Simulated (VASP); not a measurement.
Write the native input for VASP 6.6.1 that does the following.

| Property | Result |
| --- | --- |
| Task | single point |
| Functional | PBE |
| Potentials or basis | VASP PAW PBE potentials, release 64 (Mn_pv, In_d, Cu) |
| Cutoff | 520 eV |
| k mesh | 6 × 6 × 4 |
| Occupations | gaussian, width 0.1 eV |
| Spin | collinear spin, ferromagnetic start |
| Starting moments | [4.0, 0.0, 0.0] μB |
| Dipole correction | no |
| Further INCAR settings | ALGO = Normal; EDIFF = 1e-07; NBANDS = 30 |

The structure of MnInCu lies in POSCAR:

```
MnInCu
1.0
    3.6722007322      0.0000000000      0.0000000000
    0.0000000000      3.6722007322      0.0000000000
    0.0000000000      0.0000000000      4.9036088748
Mn In Cu
1 1 1
Direct
    0.5000000000      0.5000000000      0.5000000000
    0.0000000000      0.0000000000      0.0000000000
    0.5000000000      0.5000000000      0.0000000000
```

The cell was generated, and may not be a known phase.

One way to write it, as run:

INCAR

```
SYSTEM = MnInCu
  PREC = Accurate
  ENCUT = 520
  EDIFF = 1E-7
  ISMEAR = 0
  SIGMA = 0.1
  LREAL = .FALSE.
  LASPH = .TRUE.
  NELM = 150
  ALGO = Normal
  ISIF = 2
  LWAVE = .FALSE.
  LCHARG = .FALSE.
  ISPIN = 2
  MAGMOM = 4 0 0
  LORBIT = 11
  LMAXMIX = 4
  GGA = PE
  NBANDS = 30
```

KPOINTS

```
Automatic mesh
0
G
  6 6 4
  0 0 0
```

Potentials or basis: VASP PAW PBE potentials, release 64 (Mn_pv, In_d, Cu).

Command:

```console
$ cat potpaw_PBE.64/Mn_pv/POTCAR potpaw_PBE.64/In_d/POTCAR potpaw_PBE.64/Cu/POTCAR > POTCAR
$ mpirun -np 1 vasp_std > vasp.out
```

It gave:

The pressure is 0.1 GPa. The net moment is 4.43 μB per cell, the site moments are Mn +4.16; In -0.03; Cu +0.05 μB and the valence electrons inside the program's atomic spheres are Mn 11.33; In 11.40; Cu 10.06.

Run time: 2.6 min on 1 thread of Intel Xeon 8259CL (shared host), peak memory 0.26 GiB.
